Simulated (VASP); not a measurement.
# Ti (Amm2) in VASP: notebook

Ti is run at these levels: PBE; tasks: single point.

All numbers are computed with VASP 6.6.1; they aren't measurements. Logs are shortened: lines on timing, memory, paths and dates and some standing lists are left out, and cuts for length are marked.

## (1) The cell of the first run

The structure is orthorhombic, space group Amm2 (No. 38). The conventional cell has a = 2.832 Å, b = 7.931 Å, c = 4.579 Å, α = 90.00°, β = 90.00°, γ = 90.00°. Within 3.6 Å of Ti (site symmetry mm2) lie 14 Ti at 2.75 to 3.27 Å. Ti (site symmetry m) has 11 Ti at 2.64 to 3.27 Å within 3.5 Å.

## (2) Single point, PBE (atoms displaced along a vibrational mode)

INCAR reads:

```
SYSTEM = Ti
PREC     = Accurate       ! precision mode
ENCUT    = 500            ! plane-wave cutoff, eV
EDIFF    = 1E-6           ! SCF threshold, eV
ISMEAR   = 0              ! smearing method
SIGMA    = 0.15           ! smearing width, eV
LREAL    = .FALSE.        ! projectors in reciprocal space
LASPH    = .TRUE.         ! aspherical terms in the spheres
NELM     = 120            ! most SCF steps
ALGO     = Normal         ! electronic algorithm
ISIF     = 2              ! what is computed and relaxed
LWAVE    = .FALSE.        ! write WAVECAR
LCHARG   = .TRUE.         ! write CHGCAR
GGA      = PE             ! functional
LELF     = .TRUE.         ! ELF
LVHAR    = .TRUE.       
NBANDS   = 25             ! bands
GGA_COMPAT= .FALSE.
```

KPOINTS reads:

```
regular mesh
0
G
  12 12 14
  0 0 0
```

POSCAR reads:

```
Ti
1.0
    4.5790987804      0.0000000000      0.0000000000
   -2.2895493902      3.9656158702      0.0000000000
    0.0000000000      0.0000000000      2.8317615649
Ti
3
Direct
   -0.0493546898      0.0000000000      0.0000000000
    0.3580106782      0.6666666667      0.5000000000
    0.6913440116      0.3333333333      0.5000000000
```

Potentials or basis: VASP PAW PBE potentials, release 64 (Ti_sv).

The run is started by

```bash
$ cat potpaw_PBE.64/Ti_sv/POTCAR > POTCAR
$ mpirun -np 1 vasp_std > vasp.out
```

OUTCAR:

```text
SYSTEM = Ti
   PREC = Accurate
   ENCUT = 500
   EDIFF = 1E-6
   ISMEAR = 0
   LREAL = .FALSE.
   LASPH = .TRUE.
   NELM = 120
   ISIF = 2
   GGA = PE

 ion  position               nearest neighbor table
   1  0.951  0.000  0.000-   3 2.75   3 2.75   2 2.75   2 2.75
   2  0.358  0.667  0.500-   3 2.64   3 2.64   3 2.64   1 2.75   1 2.75
   3  0.691  0.333  0.500-   2 2.64   2 2.64   2 2.64   1 2.75   1 2.75

  LATTYP: Found a hexagonal cell.
 ALAT       =     4.5790987804
 C/A-ratio  =     0.6184102376

  Lattice vectors:

 A1 = (   4.5790987804,   0.0000000000,   0.0000000000)
 A2 = (  -2.2895493902,   3.9656158702,   0.0000000000)
 A3 = (   0.0000000000,   0.0000000000,   2.8317615649)

Analysis of symmetry for initial positions (statically):
=====================================================================
 Subroutine PRICEL returns:
 Original cell was already a primitive cell.

 Routine SETGRP: Setting up the symmetry group for a
 hexagonal supercell.

 Subroutine GETGRP returns: Found  4 space group operations
 (whereof  4 operations were pure point group operations)
 out of a pool of 24 trial point group operations.

The static configuration has the point symmetry C_2v.

Analysis of symmetry for dynamics (positions and initial velocities):
=====================================================================
 Subroutine PRICEL returns:
 Original cell was already a primitive cell.

 Routine SETGRP: Setting up the symmetry group for a
 hexagonal supercell.

 Subroutine GETGRP returns: Found  4 space group operations
 (whereof  4 operations were pure point group operations)
 out of a pool of 24 trial point group operations.

The dynamic configuration has the point symmetry C_2v.

 Subroutine INISYM returns: Found  4 space group operations
 (whereof  4 operations are pure point group operations),
 and found     1 'primitive' translations

----------------------------------------------------------------------------------------

                                     Primitive cell

  volume of cell :      51.4218

  direct lattice vectors                    reciprocal lattice vectors
     4.579098780  0.000000000  0.000000000     0.218383583  0.126083821  0.000000000
    -2.289549390  3.965615870  0.000000000     0.000000000  0.252167641  0.000000000
     0.000000000  0.000000000  2.831761565     0.000000000  0.000000000  0.353137076

  length of vectors
     4.579098780  4.579098780  2.831761565     0.252167641  0.252167641  0.353137076

  position of ions in fractional coordinates (direct lattice)
     0.950645310  0.000000000  0.000000000
     0.358010678  0.666666667  0.500000000
     0.691344012  0.333333333  0.500000000

  ion indices of the primitive-cell ions
   primitive index   ion index
                 1           1
                 2           2
                 3           3

----------------------------------------------------------------------------------------

 KPOINTS: regular mesh

Automatic generation of k-mesh.
 Grid dimensions read from file:
 generate k-points for:   12   12   14

 Generating k-lattice:

  Cartesian coordinates                     Fractional coordinates (reciprocal lattice)
     0.018198632  0.010506985  0.000000000     0.083333333  0.000000000  0.000000000
     0.000000000  0.021013970  0.000000000     0.000000000  0.083333333  0.000000000
     0.000000000  0.000000000  0.025224077     0.000000000  0.000000000  0.071428571

  Length of vectors
     0.021013970  0.021013970  0.025224077

  Shift w.r.t. Gamma in fractional coordinates (k-lattice)
     0.000000000  0.000000000  0.000000000

 Subroutine IBZKPT returns following result:
 ===========================================

 Found    344 irreducible k-points:

 Following reciprocal coordinates:
            Coordinates               Weight
  0.000000  0.000000  0.000000      1.000000
  0.083333 -0.000000  0.000000      4.000000
  0.000000  0.083333  0.000000      2.000000
  0.166667  0.000000  0.000000      4.000000
  0.000000  0.166667  0.000000      2.000000
  0.250000 -0.000000  0.000000      4.000000
[... 16 lines left out ...]
 -0.083333  0.416667  0.000000      4.000000
 -0.416667  0.333333  0.000000      4.000000
 [... further k-points ...]
   k-points           NKPTS =    344   k-points in BZ     NKDIM =    344   number of bands    NBANDS=     25
   number of dos      NEDOS =    301   number of ions     NIONS =      3
   total plane-waves  NPLWV =  31104
   dimension x,y,z NGX =    36 NGY =   36 NGZ =   24
   dimension x,y,z NGXF=    72 NGYF=   72 NGZF=   48
   ions per type =               3
   NGX,Y,Z   is equivalent  to a cutoff of  13.07, 13.07, 14.09 a.u.
   NGXF,Y,Z  is equivalent  to a cutoff of  26.14, 26.14, 28.18 a.u.
 SYSTEM =  Ti
   PREC   = accura    normal or accurate (medium, high low for compatibility)
   ISTART =      0    job   : 0-new  1-cont  2-samecut
   ICHARG =      2    charge: 1-file 2-atom 10-const
   ISPIN  =      1    spin polarized calculation?
   LNONCOLLINEAR =      F non collinear calculations
   LSORBIT =      F    spin-orbit coupling
   LASPH  =      T    aspherical Exc in radial PAW
   ENCUT  =  500.0 eV  36.75 Ry    6.06 a.u.   8.35  8.35  5.16*2*pi/ulx,y,z
   NELM   =    120;   NELMIN=  2; NELMDL= -5     # of ELM steps
   EDIFF  = 0.1E-05   stopping-criterion for ELM
   LREAL  =      F    real-space projection
   EDIFFG = 0.1E-04   stopping-criterion for IOM
   NSW    =      0    number of steps for IOM
   IBRION =     -1    ionic relax: 0-MD 1-quasi-New 2-CG
   NFREE  =      0    steps in history (QN), initial steepest desc. (CG)
   ISIF   =      2    stress and relaxation
   ISYM   =      2    0-nonsym 1-usesym 2-fastsym
   POTIM  = 0.5000    time-step for ionic-motion
   TEBEG  =    0.0;   TEEND  =   0.0 temperature during run
   PSTRESS=    0.0 pullay stress
   NELECT =      36.0000    total number of electrons
   NUPDOWN=      -1.0000    fix difference up-down
   EMIN   =  10.00;   EMAX   =-10.00  energy-range for DOS
   EFERMI =   0.00;   METHOD = LEGACY
   ISMEAR =     0;   SIGMA  =   0.15  broadening in eV -4-tet -1-fermi 0-gaus
   EFERMI_NEDOS =   21; number of points for ismear=-14 and -15
   IALGO  =     38    algorithm
   IMIX   =      4    mixing-type and parameters
     AMIX     =   0.40;   BMIX     =  1.00
     AMIX_MAG =   1.60;   BMIX_MAG =  1.00
  volume/ion in A,a.u.               =      17.14       115.67
  Fermi-wavevector in a.u.,A,eV,Ry     =   1.453650  2.747000 28.750452  2.113099
  Thomas-Fermi vector in A             =   2.570892
   LORBIT       =      0    0 simple, 1 ext, 2 COOP (PROOUT), +10 PAW based schemes
   GGA     = PE    functional components
   LHFCALC =     F    Hartree Fock is set to
   AEXX    =    0.0000 exact exchange contribution
   IVDW    =     0    specifies the selected vdW correction
   LEPSILON=     F    determine dielectric tensor
   LRPA    =     F    only Hartree local field effects (RPA)
 non-spin polarized calculation
 Gauss-broadening in eV      SIGMA  =   0.15
  energy-cutoff  :      500.00
  volume of cell :       51.42
 maximum number of plane-waves:      1330
 NGX is ok and might be reduce to    36
   NGX = 17   NGY = 17   NGZ = 11

 number of electron      35.9999995 magnetization

 Free energy of the ion-electron system (eV)
  ---------------------------------------------------
  ext. energy  EPLUGINS =         0.00000000
  ---------------------------------------------------
  free energy    TOTEN  =       -23.31264805 eV

  energy without entropy =      -23.28304664  energy(sigma->0) =      -23.29784734

 E-fermi :   8.3415     XC(G=0): -11.5293

 val. band max:        8.3384779411   @ k =   0.0000   0.4167   0.1429
 cond. band min:       8.3475273100   @ k =   0.5000  -0.0000   0.1429
 fundamental gap:      0.0090493689
 Fermi energy:         8.3414615521

 k-point     1 :       0.0000    0.0000    0.0000
  band No.  band energies     occupation
      1     -48.4533      2.00000
      2     -48.2573      2.00000
      3     -48.1207      2.00000
      4     -24.9030      2.00000
      5     -24.8908      2.00000
      6     -24.6454      2.00000
[... 17 lines left out ...]
     24       9.9125      0.00000
     25      10.6547      0.00000

 k-point     2 :       0.0833   -0.0000    0.0000
  band No.  band energies     occupation
      1     -48.4515      2.00000
      2     -48.2566      2.00000
      3     -48.1234      2.00000
      4     -24.9265      2.00000
      5     -24.8757      2.00000
      6     -24.6574      2.00000
[... 17 lines left out ...]
     24       9.9117      0.00000
     25      10.6423      0.00000

 k-point     3 :       0.0000    0.0833    0.0000
  band No.  band energies     occupation
      1     -48.4512      2.00000
      2     -48.2569      2.00000
      3     -48.1234      2.00000
      4     -24.9437      2.00000
      5     -24.8379      2.00000
      6     -24.6985      2.00000
[... 17 lines left out ...]
     24       9.9991      0.00000
     25      10.4162      0.00000

 k-point     4 :       0.1667    0.0000    0.0000
  band No.  band energies     occupation
      1     -48.4466      2.00000
      2     -48.2539      2.00000
      3     -48.1312      2.00000
      4     -24.9526      2.00000
      5     -24.8706      2.00000
      6     -24.6449      2.00000
[... 17 lines left out ...]
     24      10.0132      0.00000
     25      10.6718      0.00000
[... 477 lines left out ...]
 k-point    22 :       0.3333    0.0833    0.0000
  band No.  band energies     occupation
      1     -48.4292      2.00000
      2     -48.2368      2.00000
      3     -48.1668      2.00000
      4     -24.9951      2.00000
      5     -24.8262      2.00000
      6     -24.6091      2.00000
[... 17 lines left out ...]
     24      10.7145      0.00000
     25      10.7808      0.00000

 k-point    23 :      -0.0833    0.4167    0.0000
  band No.  band energies     occupation
      1     -48.4254      2.00000
      2     -48.2433      2.00000
      3     -48.1643      2.00000
      4     -24.9960      2.00000
      5     -24.7801      2.00000
      6     -24.6597      2.00000
[... 17 lines left out ...]
     24      10.6352      0.00000
     25      11.1010      0.00000

 k-point    24 :      -0.4167    0.3333    0.0000
  band No.  band energies     occupation
      1     -48.4302      2.00000
      2     -48.2351      2.00000
      3     -48.1674      2.00000
      4     -24.9897      2.00000
      5     -24.8427      2.00000
      6     -24.6090      2.00000
[... 17 lines left out ...]
     24      10.6579      0.00000
     25      10.7128      0.00000

 [... further k-points ...]

------------------------ aborting loop because EDIFF is reached ----------------------------------------

  FORCE on cell =-STRESS in cart. coord.  units (eV):
  Direction    XX          YY          ZZ          XY          YZ          ZX
  --------------------------------------------------------------------------------------
  -------------------------------------------------------------------------------------
  Total        1.4733560      0.8729490      0.2295058      0.0000000      0.0000000      0.0000000
  in kB       45.9061561     27.1989493      7.1508383      0.0000000      0.0000000      0.0000000
  external PRESSURE =      26.7519812 kB  Pullay stress =       0.0000000 kB

 VOLUME and BASIS-vectors are now :
 -----------------------------------------------------------------------------
  energy-cutoff  :      500.00
  volume of cell :       51.42
      direct lattice vectors                 reciprocal lattice vectors
     4.579098780  0.000000000  0.000000000     0.218383583  0.126083821  0.000000000
    -2.289549390  3.965615870  0.000000000     0.000000000  0.252167641  0.000000000
     0.000000000  0.000000000  2.831761565     0.000000000  0.000000000  0.353137076

 POSITION                                       TOTAL-FORCE (eV/Angst)
 -----------------------------------------------------------------------------------
      4.35310      0.00000      0.00000         1.623230      0.000000      0.000000
      0.11300      2.64374      1.41588        -0.811615     -0.326918      0.000000
      2.40255      1.32187      1.41588        -0.811615      0.326918      0.000000
 -----------------------------------------------------------------------------------
    total drift:                               -0.000223     -0.000001     -0.000000

  FREE ENERGIE OF THE ION-ELECTRON SYSTEM (eV)
  ---------------------------------------------------
  free  energy   TOTEN  =       -23.3126480480 eV

  energy  without entropy=      -23.2830466356  energy(sigma->0) =      -23.29784734
```

It took 5.3 min on 1 thread of Intel Xeon Platinum 8488C (Sapphire Rapids), shared host; peak memory 0.41 GiB.

Results:

* Free energy: -23.3126 eV
* Pressure: 2.7 GPa
* Largest force: 1.623 eV/Å
* Band gap on the k mesh: zero (bands 18 and 19 overlap by 0.31 eV)

Forces in eV/Å, atoms in the order of the input:
```
Ti   1.623  0.000  0.000
Ti  -0.812 -0.327  0.000
Ti  -0.812  0.327  0.000
```

Levels at points of the mesh, in eV from the Fermi level:
```csv
k point,band 15,band 16,band 17,band 18,band 19,band 20,band 21,band 22
"(0.00, 0.00, 0.00)",-0.88,-0.86,-0.53,-0.50,0.07,0.98,1.30,1.35
"(0.50, 0.00, 0.00)",-2.58,-0.89,-0.61,-0.12,0.42,0.83,0.92,1.13
"(0.00, 0.50, 0.00)",-2.63,-0.84,-0.46,-0.18,0.21,0.54,0.94,1.21
"(0.00, 0.00, 0.50)",-2.03,-1.67,-1.58,-1.50,1.06,1.09,1.20,1.23
"(0.50, 0.00, 0.50)",-1.76,-1.15,-0.74,-0.50,0.49,0.83,0.91,0.94
"(0.00, 0.50, 0.50)",-1.74,-1.41,-0.73,-0.46,0.30,0.93,1.10,1.32
```

Caveat: the cell differs from its parent crystal (atoms displaced along a vibrational mode); forces of over 1 eV/Å act on the atoms, so gaps and moduli don't describe the material at rest.

## (3) Single point, PBE (atoms displaced along a vibrational mode)

INCAR reads:

```
PREC = Accurate
ENCUT = 500
EDIFF = 1E-6
ISMEAR = 0
SIGMA = 0.15
LREAL = F
LASPH = T
NELM = 120
ALGO = Normal
ISIF = 2
LWAVE = F
LCHARG = F
GGA = PE
NBANDS = 25
GGA_COMPAT = F
```

KPOINTS reads:

```
regular mesh
0
Gamma
  12 12 14
```

POSCAR reads:

```
Ti
1.0
    4.5790987804      0.0000000000      0.0000000000
   -2.2895493902      3.9656158702      0.0000000000
    0.0000000000      0.0000000000      2.8317615649
Ti
3
Direct
   -0.0329104060      0.0000000000      0.0000000000
    0.3497885363      0.6666666667      0.5000000000
    0.6831218697      0.3333333333      0.5000000000
```

Potentials or basis: VASP PAW PBE potentials, release 64 (Ti_sv).

The run is started by

```bash
$ cat potpaw_PBE.64/Ti_sv/POTCAR > POTCAR
$ mpirun -np 1 vasp_std > vasp.out
```

Wall time 4.5 min (1 thread of Intel Xeon Platinum 8488C (Sapphire Rapids), shared host); peak memory 0.41 GiB.

Results (log left out):

```
Free energy            : -23.4525 eV
Pressure               : 1.1 GPa
Largest force          : 0.882 eV/Å
Band gap on the k mesh : zero (bands 18 and 19 overlap by 0.30 eV)
```

Forces on the atoms (eV/Å):
```
Ti   0.882  0.000  0.000
Ti  -0.441 -0.152  0.000
Ti  -0.441  0.152  0.000
```

Stress tensor (GPa, compression positive):
```
2.27 0.00 0.00
0.00 1.02 0.00
0.00 0.00 0.01
```

Levels at points of the mesh, in eV from the Fermi level:
```csv
k point,band 14,band 15,band 16,band 17,band 18,band 19,band 20,band 21,band 22,band 23
"(0.00, 0.00, 0.00)",-1.99,-0.80,-0.78,-0.56,-0.54,0.01,0.82,1.29,1.41,1.53
"(0.50, 0.00, 0.00)",-3.53,-2.59,-0.71,-0.51,-0.18,0.31,0.65,0.99,1.11,1.78
"(0.00, 0.50, 0.00)",-3.57,-2.62,-0.67,-0.40,-0.22,0.13,0.56,1.00,1.11,1.94
"(0.00, 0.00, 0.50)",-2.07,-2.05,-1.70,-1.59,-1.56,1.06,1.07,1.22,1.24,2.88
"(0.50, 0.00, 0.50)",-2.11,-1.72,-1.15,-0.71,-0.57,0.44,0.86,0.87,0.99,2.25
"(0.00, 0.50, 0.50)",-2.12,-1.71,-1.28,-0.70,-0.54,0.34,0.92,0.95,1.18,2.18
```

Caveat: the cell differs from its parent crystal (atoms displaced along a vibrational mode).
